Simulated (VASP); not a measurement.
A run of VASP 6.6.1 is set up as follows.

The input INCAR:

```
PREC = Accurate
ENCUT = 500
EDIFF = 1E-6
ISMEAR = -1
SIGMA = 0.1
LREAL = F
LASPH = T
NELM = 120
ALGO = Normal
ISIF = 2
LWAVE = F
LCHARG = T
GGA = CA
LELF = T
LVHAR = T
NBANDS = 13
GGA_COMPAT = F
```

The input KPOINTS:

```
regular mesh
0
Gamma
  3 3 3
```

File POSCAR:

```
Sn
1.0
   -1.8946520000      1.8946520000      1.8946520000
    1.8946520000     -1.8946520000      1.8946520000
    1.8946520000      1.8946520000     -1.8946520000
Sn
1
Direct
    0.0000000000      0.0000000000      0.0000000000
```

Potentials or basis: VASP PAW LDA potentials, release 64 (Sn_d).

Launch:

```sh
$ cat potpaw_LDA.64/Sn_d/POTCAR > POTCAR
$ mpirun -np 1 vasp_std > vasp.out
```

(1) What does it give for the band gap on the k mesh?

(2) Predict the pressure.

Answers

(1) zero (bands 7 and 8 overlap by 10.24 eV).

(2) -5.3 GPa.

Caveat: the k points lie up to 0.78 Å⁻¹ apart, too coarse for converged energies and pressures of a metal; spin-orbit coupling is left out, which moves the levels of the heavy elements.
